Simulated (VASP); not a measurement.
# ZrC in VASP: a series of runs

Runs on ZrC. Level: LDA. Tasks: single point.

Program: VASP 6.6.1. These are calculated values, not measurements. Logs are shortened: lines on timing, memory, paths and dates and some standing lists are left out, and cuts for length are marked.

### 1 The cell of the first run

The structure is tetragonal, space group I4/mmm (No. 139). Conventional cell: a = 3.167 Å, b = 3.167 Å, c = 4.966 Å, α = 90.00°, β = 90.00°, γ = 90.00°. Zr (site symmetry 4/mmm) has 6 C at 2.24 to 2.48 Å within 3.0 Å. C (site symmetry 4/mmm) has 6 Zr at 2.24 to 2.48 Å within 3.0 Å.

### 2 Single point, LDA (mode 4 frozen in at +0.000 Å, strain +e along z and -e/2 along x and y +0.0700)

File INCAR:

```
PREC = Accurate
ENCUT = 520
EDIFF = 1E-6
ISMEAR = 0
SIGMA = 0.15
LREAL = False
LASPH = True
NELM = 60
ALGO = Normal
ISIF = 2
LWAVE = False
LCHARG = False
GGA = CA
NBANDS = 15
```

File KPOINTS:

```
Automatic mesh
0
Gamma
  16 16 16
```

File POSCAR:

```
ZrC
1.0
    0.0000000000      2.2395031095      2.4831796137
    2.2395031095      0.0000000000      2.4831796137
    2.2395031095      2.2395031095      0.0000000000
Zr C
1 1
Direct
    0.5000000000      0.5000000000      0.5000000000
    0.0000000000      0.0000000000      0.0000000000
```

Potentials or basis: VASP PAW LDA potentials, release 64 (Zr_sv, C).

Started as:

```sh
> cat potpaw_LDA.64/Zr_sv/POTCAR potpaw_LDA.64/C/POTCAR > POTCAR
> mpirun -np 1 vasp_std > vasp.out
```

OUTCAR:

```text
PREC = Accurate
   ENCUT = 520
   EDIFF = 1E-6
   ISMEAR = 0
   LREAL = False
   LASPH = True
   NELM = 60
   ISIF = 2
   GGA = CA

 ion  position               nearest neighbor table
   1  0.500  0.500  0.500-   2 2.24   2 2.24   2 2.24   2 2.24   2 2.48   2 2.48
   2  0.000  0.000  0.000-   1 2.24   1 2.24   1 2.24   1 2.24   1 2.48   1 2.48

  LATTYP: Found a body centered tetragonal cell.
 ALAT       =     3.1671356704
 C/A-ratio  =     1.5680917220

  Lattice vectors:

 A1 = (  -2.2395031095,   0.0000000000,   2.4831796137)
 A2 = (   2.2395031095,   0.0000000000,   2.4831796137)
 A3 = (   0.0000000000,   2.2395031095,  -2.4831796137)

Analysis of symmetry for initial positions (statically):
=====================================================================
 Subroutine PRICEL returns:
 Original cell was already a primitive cell.

 Routine SETGRP: Setting up the symmetry group for a
 body centered tetragonal supercell.

 Subroutine GETGRP returns: Found 16 space group operations
 (whereof 16 operations were pure point group operations)
 out of a pool of 16 trial point group operations.

The static configuration has the point symmetry D_4h.

Analysis of symmetry for dynamics (positions and initial velocities):
=====================================================================
 Subroutine PRICEL returns:
 Original cell was already a primitive cell.

 Routine SETGRP: Setting up the symmetry group for a
 body centered tetragonal supercell.

 Subroutine GETGRP returns: Found 16 space group operations
 (whereof 16 operations were pure point group operations)
 out of a pool of 16 trial point group operations.

The dynamic configuration has the point symmetry D_4h.

 Subroutine INISYM returns: Found 16 space group operations
 (whereof 16 operations are pure point group operations),
 and found     1 'primitive' translations

----------------------------------------------------------------------------------------

                                     Primitive cell

  volume of cell :      24.9081

  direct lattice vectors                    reciprocal lattice vectors
     0.000000000  2.239503110  2.483179614    -0.223263811  0.223263811  0.201354746
     2.239503110  0.000000000  2.483179614     0.223263811 -0.223263811  0.201354746
     2.239503110  2.239503110  0.000000000     0.223263811  0.223263811 -0.201354746

  length of vectors
     3.343883247  3.343883247  3.167135670     0.374482567  0.374482567  0.374482567

  position of ions in fractional coordinates (direct lattice)
[... 85 lines left out ...]
   ISIF   =      2    stress and relaxation
   ISYM   =      2    0-nonsym 1-usesym 2-fastsym
   POTIM  = 0.5000    time-step for ionic-motion
   TEBEG  =    0.0;   TEEND  =   0.0 temperature during run
   PSTRESS=    0.0 pullay stress
   NELECT =      16.0000    total number of electrons
   NUPDOWN=      -1.0000    fix difference up-down
   EMIN   =  10.00;   EMAX   =-10.00  energy-range for DOS
   EFERMI =   0.00;   METHOD = LEGACY
   ISMEAR =     0;   SIGMA  =   0.15  broadening in eV -4-tet -1-fermi 0-gaus
   EFERMI_NEDOS =   21; number of points for ismear=-14 and -15
   IALGO  =     38    algorithm
   IMIX   =      4    mixing-type and parameters
     AMIX     =   0.40;   BMIX     =  1.00
     AMIX_MAG =   1.60;   BMIX_MAG =  1.00
  volume/ion in A,a.u.               =      12.45        84.04
  Fermi-wavevector in a.u.,A,eV,Ry     =   1.412541  2.669315 27.147317  1.995272
  Thomas-Fermi vector in A             =   2.534279
   LORBIT       =      0    0 simple, 1 ext, 2 COOP (PROOUT), +10 PAW based schemes
   GGA     = CA    functional components
   LHFCALC =     F    Hartree Fock is set to
   AEXX    =    0.0000 exact exchange contribution
   IVDW    =     0    specifies the selected vdW correction
   LEPSILON=     F    determine dielectric tensor
   LRPA    =     F    only Hartree local field effects (RPA)
 non-spin polarized calculation
 Gauss-broadening in eV      SIGMA  =   0.15
  energy-cutoff  :      520.00
  volume of cell :       24.91
 maximum number of plane-waves:       692
 NGX is ok and might be reduce to    28
   NGX = 13   NGY = 13   NGZ = 11

 number of electron      16.0000000 magnetization

 Free energy of the ion-electron system (eV)
  ---------------------------------------------------
  ext. energy  EPLUGINS =         0.00000000
  ---------------------------------------------------
  free energy    TOTEN  =       -21.06109646 eV

  energy without entropy =      -21.05756778  energy(sigma->0) =      -21.05933212

 E-fermi :   9.9945     XC(G=0): -12.5421

 val. band max:        9.9940061055   @ k =   0.0625   0.0000   0.0000
 cond. band min:       9.9997761255   @ k =   0.0625   0.0000   0.0625
 fundamental gap:      0.0057700200
 Fermi energy:         9.9944710066

 k-point     1 :       0.0000    0.0000    0.0000
  band No.  band energies     occupation
      1     -37.6742      2.00000
      2     -15.5811      2.00000
      3     -15.4793      2.00000
      4     -15.4793      2.00000
      5      -1.3653      2.00000
      6      10.3195      0.00218
      7      10.5338      0.00000
      8      11.0787      0.00000
      9      11.0787      0.00000
     10      11.4052      0.00000
     11      11.4052      0.00000
     12      11.7641      0.00000
     13      13.4773      0.00000
     14      18.4584      0.00000
[... 401 lines left out ...]
      2     -15.6088      2.00000
      3     -15.6013      2.00000
      4     -15.4725      2.00000
      5      -1.0682      2.00000
      6       9.3961      2.00000
      7       9.6202      1.99958
      8       9.8359      1.86514
      9      11.4557      0.00000
     10      11.5587      0.00000
     11      12.1490      0.00000
     12      12.3424      0.00000
     13      15.1345      0.00000
     14      19.0668      0.00000
     15      21.3088      0.00000

 [... further k-points ...]
[... 5 lines left out ...]
  --------------------------------------------------------------------------------------
  -------------------------------------------------------------------------------------
  Total        3.0403697      3.0403697     -3.1099039      0.0000000     -0.0000000     -0.0000000
  in kB      195.5669725    195.5669725   -200.0396464      0.0000000     -0.0000000     -0.0000000
  external PRESSURE =      63.6980995 kB  Pullay stress =       0.0000000 kB

 VOLUME and BASIS-vectors are now :
 -----------------------------------------------------------------------------
  energy-cutoff  :      520.00
  volume of cell :       24.91
      direct lattice vectors                 reciprocal lattice vectors
     0.000000000  2.239503110  2.483179614    -0.223263811  0.223263811  0.201354746
     2.239503110  0.000000000  2.483179614     0.223263811 -0.223263811  0.201354746
     2.239503110  2.239503110  0.000000000     0.223263811  0.223263811 -0.201354746

 POSITION                                       TOTAL-FORCE (eV/Angst)
 -----------------------------------------------------------------------------------
      2.23950      2.23950      2.48318         0.000000     -0.000000      0.000000
      0.00000      0.00000      0.00000         0.000000      0.000000      0.000000
 -----------------------------------------------------------------------------------
    total drift:                                0.000000      0.000000      0.000000

  FREE ENERGIE OF THE ION-ELECTRON SYSTEM (eV)
  ---------------------------------------------------
  free  energy   TOTEN  =       -21.0610964610 eV

  energy  without entropy=      -21.0575677776  energy(sigma->0) =      -21.05933212
```

stdout:

```text
POSCAR found type information on POSCAR ZrC
 POSCAR found :  2 types and       2 ions
 scaLAPACK will be used
 LDA part: xc-table for (Slater(with rela. corr.)+CA(PZ))
 , standard interpolation
 POSCAR, INCAR and KPOINTS ok, starting setup
 FFT: planning ... GRIDC
 FFT: planning ... GRID_SOFT
 FFT: planning ... GRID
 WAVECAR not read
 entering main loop
```

It took 66 s on 1 thread of Intel Xeon Platinum 8559C (Emerald Rapids), shared host; peak memory 0.24 GiB.

Results:

| Quantity | Value |
| --- | --- |
| Free energy | -21.0611 eV |
| Pressure | 6.4 GPa |
| Band gap on the k mesh | zero (band 8 reaches 11.08 eV, above the bottom of band 9 at 9.45 eV) |

Levels at points of the mesh, in eV from the Fermi level:
```csv
k point,band 5,band 6,band 7,band 8,band 9,band 10,band 11,band 12
"(0.00, 0.00, 0.00)",-11.36,0.33,0.54,1.08,1.08,1.41,1.41,1.77
"(0.50, 0.00, 0.00)",-7.91,-5.53,-3.34,-3.12,4.39,5.00,5.72,6.56
"(0.50, 0.50, 0.00)",-10.27,-2.70,-1.88,0.44,0.44,4.64,5.79,5.79
"(0.50, 0.00, 0.50)",-10.26,-2.01,-1.55,-0.33,0.20,4.37,5.16,6.53
```

Caveat: the cell differs from its parent crystal (mode 4 frozen in at +0.000 Å, strain +e along z and -e/2 along x and y +0.0700).

### 3 Single point, LDA (mode 4 frozen in at +0.000 Å, strain +e along z and -e/2 along x and y -0.0700)

File INCAR:

```
  PREC = Accurate
  ENCUT = 520
  EDIFF = 1E-6
  ISMEAR = 0
  SIGMA = 0.15
  LREAL = F
  LASPH = T
  NELM = 100
  ALGO = Normal
  ISIF = 2
  LWAVE = F
  LCHARG = F
  GGA = CA
  NBANDS = 15
```

File KPOINTS:

```
regular mesh
0
Gamma
  16 16 16
```

File POSCAR:

```
ZrC
1.0
    0.0000000000      2.4019541123      2.1582776081
    2.4019541123      0.0000000000      2.1582776081
    2.4019541123      2.4019541123      0.0000000000
Zr C
1 1
Direct
    0.5000000000      0.5000000000      0.5000000000
    0.0000000000      0.0000000000      0.0000000000
```

Potentials or basis: VASP PAW LDA potentials, release 64 (Zr_sv, C).

Started as:

```sh
> cat potpaw_LDA.64/Zr_sv/POTCAR potpaw_LDA.64/C/POTCAR > POTCAR
> mpirun -np 1 vasp_std > vasp.out
```

Wall time 42 s (1 thread of Intel Xeon Platinum 8559C (Emerald Rapids), shared host); peak memory 0.24 GiB.

The run converged. Its results:

| Quantity | Value |
| --- | --- |
| Free energy | -21.0028 eV |
| Pressure | 6.8 GPa |
| Band gap on the k mesh | zero (band 8 reaches 10.69 eV, above the bottom of band 9 at 8.98 eV) |

Stress tensor (GPa, compression positive):
```
-10.70   0.00   0.00
  0.00 -10.70   0.00
  0.00   0.00  41.92
```

Levels at points of the mesh, in eV from the Fermi level:
```csv
k point,band 6,band 7,band 8,band 9,band 10,band 11
"(0.00, 0.00, 0.00)",0.70,0.70,0.74,0.74,1.45,1.80
"(0.50, 0.00, 0.00)",-5.49,-3.28,-3.14,4.25,5.21,5.82
"(0.50, 0.50, 0.00)",-2.11,-0.98,-0.29,-0.29,4.79,5.86
"(0.50, 0.00, 0.50)",-2.34,-1.83,0.00,0.74,4.27,5.35
```

Caveat: the cell differs from its parent crystal (mode 4 frozen in at +0.000 Å, strain +e along z and -e/2 along x and y -0.0700).

[end of part 1 of 3]
